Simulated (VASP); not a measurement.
# Al2O3 (P-3m1) in VASP: a series of runs

The runs below take Al2O3 through single point, with LDA.

Everything below comes from runs of VASP 6.6.1. Logs are shortened: lines on timing, memory, paths and dates and some standing lists are left out, and cuts for length are marked.

## 1. The cell of the first run

Symmetry: P-3m1, No. 164, trigonal system. Conventional cell: a = 2.776 Å, b = 2.776 Å, c = 7.878 Å, α = 90.00°, β = 90.00°, γ = 120.00°. Al (site symmetry 3m) has 4 O at 1.72 to 1.75 Å within 2.3 Å. O (site symmetry 3m) has 3 Al at 1.72 Å within 2.3 Å. Within 2.3 Å of O (site symmetry -3m) lie 2 Al at 1.75 Å.

## 2. Single point, LDA (strain -0.080 along x and y, +0.040 along z)

The input, INCAR:

```
SYSTEM = Al2O3
PREC = Accurate ; ENCUT = 520
EDIFF = 1E-7 ; ISMEAR = 0
SIGMA = 0.05 ; LREAL = .FALSE.
LASPH = .TRUE. ; NELM = 80
ALGO = Normal ; ISIF = 2
LWAVE = .FALSE. ; LCHARG = .TRUE.
LELF = .TRUE. ; LVHAR = .TRUE.
NBANDS = 20
```

The input, KPOINTS:

```
regular mesh
0
G
  12 12 4
  0 0 0
```

The input, POSCAR:

```
Al2O3
1.0
    2.7760839405      0.0000000000      0.0000000000
   -1.3880419702      2.4041592155      0.0000000000
    0.0000000000      0.0000000000      7.8776214423
Al O
2 3
Direct
    0.0000000000      0.0000000000      0.2779510000
    0.0000000000      0.0000000000      0.7220490000
    0.3333333333      0.6666666667      0.1994540000
    0.6666666667      0.3333333333      0.8005460000
    0.0000000000      0.0000000000      0.5000000000
```

Potentials or basis: VASP PAW LDA potentials, release 64 (Al, O).

Launch:

```
cat potpaw_LDA.64/Al/POTCAR potpaw_LDA.64/O/POTCAR > POTCAR
mpirun -np 1 vasp_std > vasp.out
```

OUTCAR:

```text
SYSTEM = Al2O3
   PREC = Accurate
   ENCUT = 520
   EDIFF = 1E-7
   ISMEAR = 0
   LREAL = .FALSE.
   LASPH = .TRUE.
   NELM = 80
   ISIF = 2

 ion  position               nearest neighbor table
   1  0.000  0.000  0.278-   3 1.72   3 1.72   3 1.72   5 1.75
   2  0.000  0.000  0.722-   4 1.72   4 1.72   4 1.72   5 1.75
   3  0.333  0.667  0.199-   1 1.72   1 1.72   1 1.72
   4  0.667  0.333  0.801-   2 1.72   2 1.72   2 1.72
   5  0.000  0.000  0.500-   1 1.75   2 1.75

  LATTYP: Found a hexagonal cell.
 ALAT       =     2.7760839405
 C/A-ratio  =     2.8376740802

  Lattice vectors:

 A1 = (   2.7760839405,   0.0000000000,   0.0000000000)
 A2 = (  -1.3880419702,   2.4041592155,   0.0000000000)
 A3 = (   0.0000000000,   0.0000000000,   7.8776214423)

Analysis of symmetry for initial positions (statically):
=====================================================================
 Subroutine PRICEL returns:
 Original cell was already a primitive cell.

 Routine SETGRP: Setting up the symmetry group for a
 hexagonal supercell.

 Subroutine GETGRP returns: Found 12 space group operations
 (whereof 12 operations were pure point group operations)
 out of a pool of 24 trial point group operations.

The static configuration has the point symmetry D_3d.

Analysis of symmetry for dynamics (positions and initial velocities):
=====================================================================
 Subroutine PRICEL returns:
 Original cell was already a primitive cell.

 Routine SETGRP: Setting up the symmetry group for a
 hexagonal supercell.

 Subroutine GETGRP returns: Found 12 space group operations
 (whereof 12 operations were pure point group operations)
 out of a pool of 24 trial point group operations.

The dynamic configuration has the point symmetry D_3d.

 Subroutine INISYM returns: Found 12 space group operations
 (whereof 12 operations are pure point group operations),
 and found     1 'primitive' translations

----------------------------------------------------------------------------------------

                                     Primitive cell

  volume of cell :      52.5764

  direct lattice vectors                    reciprocal lattice vectors
     2.776083940  0.000000000  0.000000000     0.360219655  0.207972915  0.000000000
    -1.388041970  2.404159216  0.000000000     0.000000000  0.415945830  0.000000000
     0.000000000  0.000000000  7.877621442     0.000000000  0.000000000  0.126941870

  length of vectors
     2.776083940  2.776083940  7.877621442     0.415945830  0.415945830  0.126941870

  position of ions in fractional coordinates (direct lattice)
     0.000000000  0.000000000  0.277951000
     0.000000000  0.000000000  0.722049000
     0.333333333  0.666666667  0.199454000
     0.666666667  0.333333333  0.800546000
     0.000000000  0.000000000  0.500000000

  ion indices of the primitive-cell ions
   primitive index   ion index
                 1           1
                 2           2
                 3           3
                 4           4
                 5           5

----------------------------------------------------------------------------------------

 KPOINTS: regular mesh

Automatic generation of k-mesh.
 Grid dimensions read from file:
 generate k-points for:   12   12    4

 Generating k-lattice:

  Cartesian coordinates                     Fractional coordinates (reciprocal lattice)
     0.030018305  0.017331076  0.000000000     0.083333333  0.000000000  0.000000000
     0.000000000  0.034662152  0.000000000     0.000000000  0.083333333  0.000000000
     0.000000000  0.000000000  0.031735468     0.000000000  0.000000000  0.250000000

  Length of vectors
     0.034662152  0.034662152  0.031735468

  Shift w.r.t. Gamma in fractional coordinates (k-lattice)
     0.000000000  0.000000000  0.000000000

 Subroutine IBZKPT returns following result:
 ===========================================

 Found     69 irreducible k-points:

 Following reciprocal coordinates:
            Coordinates               Weight
  0.000000  0.000000  0.000000      1.000000
  0.083333 -0.000000  0.000000      6.000000
  0.166667 -0.000000  0.000000      6.000000
  0.250000 -0.000000  0.000000      6.000000
  0.333333 -0.000000  0.000000      6.000000
  0.416667 -0.000000  0.000000      6.000000
[... 16 lines left out ...]
  0.166667 -0.000000  0.250000      6.000000
  0.000000  0.166667  0.250000      6.000000
 [... further k-points ...]
   k-points           NKPTS =     69   k-points in BZ     NKDIM =     69   number of bands    NBANDS=     20
   number of dos      NEDOS =    301   number of ions     NIONS =      5
   total plane-waves  NPLWV =  34560
   dimension x,y,z NGX =    24 NGY =   24 NGZ =   60
   dimension x,y,z NGXF=    48 NGYF=   48 NGZF=  120
   ions per type =               2   3
   NGX,Y,Z   is equivalent  to a cutoff of  14.37, 14.37, 12.66 a.u.
   NGXF,Y,Z  is equivalent  to a cutoff of  28.74, 28.74, 25.32 a.u.
 SYSTEM =  Al2O3
   PREC   = accura    normal or accurate (medium, high low for compatibility)
   ISTART =      0    job   : 0-new  1-cont  2-samecut
   ICHARG =      2    charge: 1-file 2-atom 10-const
   ISPIN  =      1    spin polarized calculation?
   LNONCOLLINEAR =      F non collinear calculations
   LSORBIT =      F    spin-orbit coupling
   LASPH  =      T    aspherical Exc in radial PAW
   ENCUT  =  520.0 eV  38.22 Ry    6.18 a.u.   5.16  5.16 14.65*2*pi/ulx,y,z
   NELM   =     80;   NELMIN=  2; NELMDL= -5     # of ELM steps
   EDIFF  = 0.1E-06   stopping-criterion for ELM
   LREAL  =      F    real-space projection
   EDIFFG = 0.1E-05   stopping-criterion for IOM
   NSW    =      0    number of steps for IOM
   IBRION =     -1    ionic relax: 0-MD 1-quasi-New 2-CG
   NFREE  =      0    steps in history (QN), initial steepest desc. (CG)
   ISIF   =      2    stress and relaxation
   ISYM   =      2    0-nonsym 1-usesym 2-fastsym
   POTIM  = 0.5000    time-step for ionic-motion
   TEBEG  =    0.0;   TEEND  =   0.0 temperature during run
   PSTRESS=    0.0 pullay stress
   NELECT =      24.0000    total number of electrons
   NUPDOWN=      -1.0000    fix difference up-down
   EMIN   =  10.00;   EMAX   =-10.00  energy-range for DOS
   EFERMI =   0.00;   METHOD = LEGACY
   ISMEAR =     0;   SIGMA  =   0.05  broadening in eV -4-tet -1-fermi 0-gaus
   EFERMI_NEDOS =   21; number of points for ismear=-14 and -15
   IALGO  =     38    algorithm
   IMIX   =      4    mixing-type and parameters
     AMIX     =   0.40;   BMIX     =  1.00
     AMIX_MAG =   1.60;   BMIX_MAG =  1.00
  volume/ion in A,a.u.               =      10.52        70.96
  Fermi-wavevector in a.u.,A,eV,Ry     =   1.260516  2.382029 21.618296  1.588900
  Thomas-Fermi vector in A             =   2.394021
   LORBIT       =      0    0 simple, 1 ext, 2 COOP (PROOUT), +10 PAW based schemes
   GGA     = CA    functional components
   LHFCALC =     F    Hartree Fock is set to
   AEXX    =    0.0000 exact exchange contribution
   IVDW    =     0    specifies the selected vdW correction
   LEPSILON=     F    determine dielectric tensor
   LRPA    =     F    only Hartree local field effects (RPA)
 non-spin polarized calculation
 Gauss-broadening in eV      SIGMA  =   0.05
  energy-cutoff  :      520.00
  volume of cell :       52.58
 maximum number of plane-waves:      1430
 NGX is ok and might be reduce to    24
   NGX = 11   NGY = 11   NGZ = 29

 number of electron      24.0000008 magnetization

 Free energy of the ion-electron system (eV)
  ---------------------------------------------------
  ext. energy  EPLUGINS =         0.00000000
  ---------------------------------------------------
  free energy    TOTEN  =       -38.74615786 eV

  energy without entropy =      -38.74615786  energy(sigma->0) =      -38.74615786

 E-fermi :   6.3296     XC(G=0): -10.7655

 val. band max:        6.0344737276   @ k =   0.0000   0.0000   0.0000
 cond. band min:       7.6674059291   @ k =   0.0000   0.0000   0.0000
 fundamental gap:      1.6329322015
 Fermi energy:         6.3295780838

 k-point     1 :       0.0000    0.0000    0.0000
  band No.  band energies     occupation
      1     -16.1764      2.00000
      2     -16.0557      2.00000
      3     -11.5771      2.00000
      4      -1.9304      2.00000
      5      -1.1498      2.00000
      6       0.3685      2.00000
[... 12 lines left out ...]
     19      18.4568      0.00000
     20      18.6592      0.00000

 k-point     2 :       0.0833   -0.0000    0.0000
  band No.  band energies     occupation
      1     -16.0991      2.00000
      2     -15.9820      2.00000
      3     -11.5173      2.00000
      4      -1.8484      2.00000
      5      -1.0837      2.00000
      6       0.0157      2.00000
[... 12 lines left out ...]
     19      18.1201      0.00000
     20      18.6500      0.00000

 k-point     3 :       0.1667   -0.0000    0.0000
  band No.  band energies     occupation
      1     -15.8799      2.00000
      2     -15.7738      2.00000
      3     -11.3493      2.00000
      4      -1.6938      2.00000
      5      -1.0150      2.00000
      6      -0.7272      2.00000
[... 12 lines left out ...]
     19      17.5171      0.00000
     20      19.0810      0.00000

 k-point     4 :       0.2500   -0.0000    0.0000
  band No.  band energies     occupation
      1     -15.5590      2.00000
      2     -15.4711      2.00000
      3     -11.1083      2.00000
      4      -2.1417      2.00000
      5      -1.8998      2.00000
      6      -0.8461      2.00000
[... 429 lines left out ...]
 k-point    23 :       0.1667   -0.0000    0.2500
  band No.  band energies     occupation
      1     -15.8654      2.00000
      2     -15.7892      2.00000
      3     -11.3469      2.00000
      4      -1.8216      2.00000
      5      -0.9527      2.00000
      6      -0.7979      2.00000
[... 12 lines left out ...]
     19      17.4820      0.00000
     20      19.0481      0.00000

 k-point    24 :       0.0000    0.1667    0.2500
  band No.  band energies     occupation
      1     -15.8647      2.00000
      2     -15.7898      2.00000
      3     -11.3468      2.00000
      4      -1.8275      2.00000
      5      -0.9917      2.00000
      6      -0.7998      2.00000
[... 12 lines left out ...]
     19      17.5281      0.00000
     20      19.1075      0.00000

 [... further k-points ...]

------------------------ aborting loop because EDIFF is reached ----------------------------------------

  FORCE on cell =-STRESS in cart. coord.  units (eV):
  Direction    XX          YY          ZZ          XY          YZ          ZX
  --------------------------------------------------------------------------------------
  -------------------------------------------------------------------------------------
  Total       12.5008449     12.5008449     -7.8255791      0.0000000     -0.0000000     -0.0000000
  in kB      380.9421452    380.9421452   -238.4713121      0.0000000     -0.0000000     -0.0000000
  external PRESSURE =     174.4709928 kB  Pullay stress =       0.0000000 kB

 VOLUME and BASIS-vectors are now :
 -----------------------------------------------------------------------------
  energy-cutoff  :      520.00
  volume of cell :       52.58
      direct lattice vectors                 reciprocal lattice vectors
     2.776083940  0.000000000  0.000000000     0.360219655  0.207972915  0.000000000
    -1.388041970  2.404159216  0.000000000     0.000000000  0.415945830  0.000000000
     0.000000000  0.000000000  7.877621442     0.000000000  0.000000000  0.126941870

 POSITION                                       TOTAL-FORCE (eV/Angst)
 -----------------------------------------------------------------------------------
      0.00000      0.00000      2.18959         0.000000     -0.000000      3.609179
      0.00000      0.00000      5.68803        -0.000000      0.000000     -3.609179
     -0.00000      1.60277      1.57122        -0.000000     -0.000000     -1.081537
      1.38804      0.80139      6.30640         0.000000      0.000000      1.081537
      0.00000      0.00000      3.93881         0.000000      0.000000     -0.000000
 -----------------------------------------------------------------------------------
    total drift:                                0.000000      0.000000     -0.000000

  FREE ENERGIE OF THE ION-ELECTRON SYSTEM (eV)
  ---------------------------------------------------
  free  energy   TOTEN  =       -38.7461578571 eV

  energy  without entropy=      -38.7461578571  energy(sigma->0) =      -38.74615786
```

It took 98 s on 1 thread of Intel Xeon 8259CL, shared host; peak memory 0.19 GiB.

Results:

* Free energy: -38.7462 eV
* Pressure: 17.4 GPa
* Largest force: 3.609 eV/Å
* Band gap on the k mesh: 1.63 eV

Forces on the atoms (eV/Å):
```
Al   0.000  0.000  3.609
Al   0.000  0.000 -3.609
O    0.000  0.000 -1.082
O    0.000  0.000  1.082
O    0.000  0.000  0.000
```

Levels at points of the mesh, in eV from the valence-band top:
```csv
k point,band 10,band 11,band 12,band 13,band 14,band 15
"(0.00, 0.00, 0.00)",-4.22,0.00,0.00,1.63,4.03,6.17
"(0.50, 0.00, 0.00)",-4.56,-3.41,-0.76,2.90,4.78,7.82
"(0.00, 0.00, 0.50)",-4.76,0.00,0.00,2.63,2.85,7.20
"(0.50, 0.00, 0.50)",-4.54,-3.37,-0.76,3.28,4.27,7.29
```

Caveat: the cell differs from its parent crystal (strain -0.080 along x and y, +0.040 along z); the cell stands under pressure; forces of over 1 eV/Å act on the atoms, so gaps and moduli don't describe the material at rest.

## 3. Single point, LDA (strain -0.040 along x and y, -0.040 along z)

The input, INCAR:

```
PREC = Accurate
ENCUT = 520
EDIFF = 1E-6
ISMEAR = 0
SIGMA = 0.05
LREAL = False
LASPH = True
NELM = 100
ALGO = Normal
ISIF = 2
LWAVE = False
LCHARG = False
NBANDS = 20
```

The input, KPOINTS:

```
regular mesh
0
Gamma
  12 12 4
```

POSCAR, as its differences from that of step 2:

```diff
@@ -2,5 +2,5 @@
 1.0
-    2.7760839405      0.0000000000      0.0000000000
-   -1.3880419702      2.4041592155      0.0000000000
-    0.0000000000      0.0000000000      7.8776214423
+    2.8967832423      0.0000000000      0.0000000000
+   -1.4483916211      2.5086878770      0.0000000000
+    0.0000000000      0.0000000000      7.2716505621
 Al O
```

Potentials or basis: VASP PAW LDA potentials, release 64 (Al, O).

Launch:

```
cat potpaw_LDA.64/Al/POTCAR potpaw_LDA.64/O/POTCAR > POTCAR
mpirun -np 1 vasp_std > vasp.out
```

It took 85 s on 1 thread of Intel Xeon 8259CL, shared host; peak memory 0.19 GiB.

Results (log left out):

| Quantity | Value |
| --- | --- |
| Free energy | -39.5450 eV |
| Pressure | 16.1 GPa |
| Largest force | 1.209 eV/Å |
| Band gap on the k mesh | 3.09 eV |

Forces on the atoms (eV/Å):
```
Al   0.000  0.000 -1.209
Al   0.000  0.000  1.209
O    0.000  0.000 -0.702
O    0.000  0.000  0.702
O    0.000  0.000  0.000
```

Stress tensor (GPa, compression positive):
```
13.67  0.00  0.00
 0.00 13.67  0.00
 0.00  0.00 20.94
```

Levels at points of the mesh, in eV from the valence-band top:
| k point | band 8 | band 9 | band 10 | band 11 | band 12 | band 13 | band 14 | band 15 | band 16 | band 17 |
| --- | --- | --- | --- | --- | --- | --- | --- | --- | --- | --- |
| (0.00, 0.00, 0.00) | -3.85 | -3.85 | -2.43 | 0.00 | 0.00 | 3.09 | 5.25 | 7.95 | 11.12 | 11.26 |
| (0.50, 0.00, 0.00) | -4.47 | -3.77 | -3.29 | -1.98 | -0.59 | 4.67 | 6.67 | 8.74 | 9.88 | 10.23 |
| (0.00, 0.00, 0.50) | -3.85 | -3.84 | -3.35 | 0.00 | 0.00 | 4.01 | 4.30 | 8.80 | 9.29 | 12.81 |
| (0.50, 0.00, 0.50) | -4.52 | -3.71 | -3.59 | -1.87 | -0.59 | 5.27 | 5.85 | 8.95 | 9.09 | 11.36 |

Caveat: the cell differs from its parent crystal (strain -0.040 along x and y, -0.040 along z); the cell stands under pressure; forces of over 1 eV/Å act on the atoms, so gaps and moduli don't describe the material at rest. A k mesh can miss the band edges.

## 4. Single point, LDA (strain -0.080 along x and y, +0.080 along z)

The input, INCAR:

```
ALGO = Normal ; EDIFF = 1E-6
ENCUT = 520 ; GGA = CA
ISIF = 2 ; ISMEAR = 0
LASPH = True ; LCHARG = True
LELF = True ; LREAL = False
LVHAR = True ; LWAVE = False
NBANDS = 20 ; NELM = 60
PREC = Accurate ; SIGMA = 0.05
```

The input, KPOINTS:

```
k-points
0
Gamma
  12 12 4
```

POSCAR, as its differences from that of step 3:

```diff
@@ -2,5 +2,5 @@
 1.0
-    2.8967832423      0.0000000000      0.0000000000
-   -1.4483916211      2.5086878770      0.0000000000
-    0.0000000000      0.0000000000      7.2716505621
+    2.7760839405      0.0000000000      0.0000000000
+   -1.3880419702      2.4041592155      0.0000000000
+    0.0000000000      0.0000000000      8.1806068824
 Al O
```

Launch:

```
cat potpaw_LDA.64/Al/POTCAR potpaw_LDA.64/O/POTCAR > POTCAR
mpirun -np 1 vasp_std > vasp.out
```

Run time: 88 s. Hardware: 1 thread of Intel Xeon 8259CL, shared host; peak memory 0.19 GiB.

Results (log left out):

| Property | Result |
| --- | --- |
| Free energy | -38.3504 eV |
| Pressure | 10.6 GPa |
| Largest force | 4.424 eV/Å |
| Band gap on the k mesh | 0.88 eV |

Forces in eV/Å, atoms in the order of the input:
```
Al   0.000  0.000  4.424
Al   0.000  0.000 -4.424
O    0.000  0.000 -0.685
O    0.000  0.000  0.685
O    0.000  0.000  0.000
```

Stress tensor (GPa, compression positive):
```
 35.06   0.00   0.00
  0.00  35.06   0.00
  0.00   0.00 -38.36
```

Levels at points of the mesh, in eV from the valence-band top:
```
           k point  band 9  band 10  band 11  band 12  band 13  band 14  band 15  band 16
(0.00, 0.00, 0.00)   -6.08    -4.61     0.00     0.00     0.88     3.32     5.37     8.28
(0.50, 0.00, 0.00)   -5.98    -4.65    -3.61    -0.76     2.29     4.05     7.02     7.41
(0.00, 0.00, 0.50)   -6.08    -5.04     0.00     0.00     1.74     2.26     6.36     6.79
(0.50, 0.00, 0.50)   -6.13    -4.63    -3.59    -0.76     2.59     3.65     6.43     7.66
```

Caveat: the cell differs from its parent crystal (strain -0.080 along x and y, +0.080 along z); the cell stands under pressure; forces of over 1 eV/Å act on the atoms, so gaps and moduli don't describe the material at rest.

## 5. Overview

```csv
cell,gap on the mesh (eV),pressure (GPa),largest force (eV/Å)
"a = 2.776, b = 2.776, c = 7.878 Å, angles 90.0, 90.0, 120.0°, 5 atoms",1.63,17.4,3.61
"a = 2.897, b = 2.897, c = 7.272 Å, angles 90.0, 90.0, 120.0°, 5 atoms",3.09,16.1,1.21
"a = 2.776, b = 2.776, c = 8.181 Å, angles 90.0, 90.0, 120.0°, 5 atoms",0.88,10.6,4.42
```

Alike in all rows: task single point; level LDA; potentials or basis VASP PAW LDA potentials, release 64 (Al, O); no spin polarisation; k mesh 12 × 12 × 4; cutoff (eV) 520; smearing gaussian 0.05 eV.

Caveats: the cell stands under pressure; forces of over 1 eV/Å act on the atoms, so gaps and moduli don't describe the material at rest.

Absolute energies hang on the potentials; compare differences alone.
